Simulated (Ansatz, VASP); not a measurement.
# HfO2 in VASP and in Ansatz

File INCAR:

```
  PREC = Accurate
  ENCUT = 520
  EDIFF = 1E-6
  ISMEAR = 0
  SIGMA = 0.05
  LREAL = F
  LASPH = T
  NELM = 100
  ALGO = Normal
  ISIF = 2
  LWAVE = F
  LCHARG = F
  GGA = PE
  NBANDS = 31
```

File KPOINTS:

```
regular mesh
0
Gamma
  6 6 6
```

File POSCAR:

```
HfO2
1.0
    0.0000000000     -2.5489194559     -2.5489194559
    0.0000000000      2.5489194559     -2.5489194559
    5.0978389119      0.0000000000      0.0000000000
Hf O
2 4
Direct
    0.5256971635      0.4743028365      0.5000000000
   -0.0256971635      0.0256971635      0.0000000000
    0.0001874464      0.5001874464      0.7500000000
    0.4998125536     -0.0001874464      0.2500000000
    0.0001874464      0.5001874464      0.2500000000
    0.4998125536     -0.0001874464      0.7500000000
```

Input for Ansatz:

```yaml
crystal:
  lattice:
    - [0.0, -2.5489194559, -2.5489194559]
    - [0.0, 2.5489194559, -2.5489194559]
    - [5.0978389119, 0.0, 0.0]
  atoms:
    - { symbol: Hf, position: [0.5256971635, 0.4743028365, 0.5] }
    - { symbol: Hf, position: [-0.0256971635, 0.0256971635, 0.0] }
    - { symbol: O, position: [0.0001874464, 0.5001874464, 0.75] }
    - { symbol: O, position: [0.4998125536, -0.0001874464, 0.25] }
    - { symbol: O, position: [0.0001874464, 0.5001874464, 0.25] }
    - { symbol: O, position: [0.4998125536, -0.0001874464, 0.75] }
basis:
  ecutwfc: 520.0
kpoints:
  mp_grid: { grid: [6, 6, 6] }
hamiltonian:
  xc: pbe
  pseudopotentials: { kind: paw, azcp: { folder: soft_1 } }
scf:
  occupations: { method: gaussian, width: 0.05 }
output:
  forces: true
  stress: true
  eigenvalues: true
  write_density: true
  write_potential: true
  elf: true
  volumetric_format: npy
```

Change from the starting cell: mode 1 frozen in at +0.000 Å and mode 5 at -0.131 Å (largest displacements).

Alike in both runs: task single point; functional PBE; k mesh 6 × 6 × 6; occupations gaussian, width 0.05 eV; no spin polarisation.

|  | VASP | Ansatz |
| --- | --- | --- |
| version | VASP 6.6.1 | Ansatz 0.2.0 |
| potentials or method | VASP PAW PBE potentials, release 64 (Hf_pv, O), cutoff 520 eV | scalar-relativistic, plane waves, PAW |
| valence electrons in the cell | 44 | 76 |

|  | VASP | Ansatz | Ansatz less VASP |
| --- | --- | --- | --- |
| gap on the k mesh at the Fermi level (eV) | 3.75 | 3.75 | +0.005 |
| least direct gap on the mesh (eV) | 3.75 | 3.75 | +0.005 |
| pressure (GPa) | -1.7 | 1.9 | +3.62 |
| traceless stress, the component that is largest in VASP (GPa) | -0.68 | -0.65 | +0.030 |
| rms of the force components (eV/Å) | 0.253 | 0.269 | +0.0164 |

Atom by atom the forces differ by 0.032 eV/Å (rms over components). VASP's potentials hold 44 valence electrons a cell and Ansatz's 76, so a difference there can come from the potentials and not from the codes.

Neither program's run includes spin-orbit coupling.
